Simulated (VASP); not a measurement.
Runs of VASP 6.6.1 on PtSe. The structure is that of space group Fm-3m (No. 225), or close to it. The cells are those of the table. 

```csv
cell,gap on the mesh (eV),pressure (GPa),moment (μB)
"a = 3.635 Å, angles 60.0°, 2 atoms",none,7.0,0.00
"a = 3.932 Å, angles 60.0°, 2 atoms",none,-18.1,0.00
"a = 3.796 Å, angles 60.0°, 2 atoms",none,-10.7,0.00
"a = 3.661 Å, angles 60.0°, 2 atoms",none,(a),0.00
"a = 3.734 Å, angles 60.0°, 2 atoms",none,(b),0.00
```

Alike in all rows: task single point; level PBEsol; potentials or basis VASP PAW PBE potentials, release 64 (Pt, Se); spin collinear; k mesh 10 × 10 × 10; cutoff (eV) 520; smearing gaussian 0.05 eV.

Problem. Fill in the values left out.

Solution. (a) 3.3; (b) -5.4.

Caveats: the PAW data sets were made with another functional, which shifts forces and pressure a little; spin-orbit coupling is left out, which moves the levels of the heavy elements; the cell stands under tension (at least some runs); the cell stands under pressure (at least some runs).

A k mesh can miss the band edges, and the runs leave out spin-orbit coupling on Pt, Se.

A gap of «none» marks levels without a gap at the run's occupations.
